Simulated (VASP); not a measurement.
Here is a VASP 6.6.1 calculation.

Contents of INCAR:

```
ALGO = Normal
EDIFF = 1E-6
EDIFFG = -0.01
ENCUT = 600
GGA = PE
IBRION = 2
ISIF = 3
ISMEAR = 0
LASPH = True
LCHARG = False
LREAL = False
LWAVE = False
NELM = 100
NSW = 80
PREC = Accurate
SIGMA = 0.05
```

KPOINTS

```
k-points
0
Gamma
  22 22 22
```

POSCAR

```
Se
1.0
    1.9250000000      1.1113992682      0.8816666667
   -1.9250000000      1.1113992682      0.8816666667
    0.0000000000     -2.2227985364      0.8816666667
Se
1
Direct
    0.0000000000      0.0000000000      0.0000000000
```

Potentials or basis: VASP PAW PBE potentials, release 64 (Se).

Run with:

```console
$ cat potpaw_PBE.64/Se/POTCAR > POTCAR
$ mpirun -np 1 vasp_std > vasp.out
```

**Question.** Estimate the relaxed cell.

**Answer.** a = 2.828 Å, b = 2.828 Å, c = 2.828 Å, α = 91.24°, β = 91.24°, γ = 91.24°.

**Question.** Estimate the space group after relaxing (to 0.05 Å).

**Answer.** R-3m (No. 166).

**Question.** What does it give for the relaxed volume?

**Answer.** 22.59 Å³/atom.

Final structure:
```yaml
crystal:
  lattice:
    - [2.02103, 1.16684, 1.59667]
    - [-2.02103, 1.16684, 1.59667]
    - [0.00000, -2.33369, 1.59667]
  atoms:
    - { symbol: Se, position: [0.00000, 0.00000, 0.00000] }
```

Caveat: the volume moved by over 15 % at a fixed basis, so the end points are rough; the volume moved by +100 % from the deposited cell, more than functionals usually miss. PBE usually gives volumes a little too large and moduli too small.
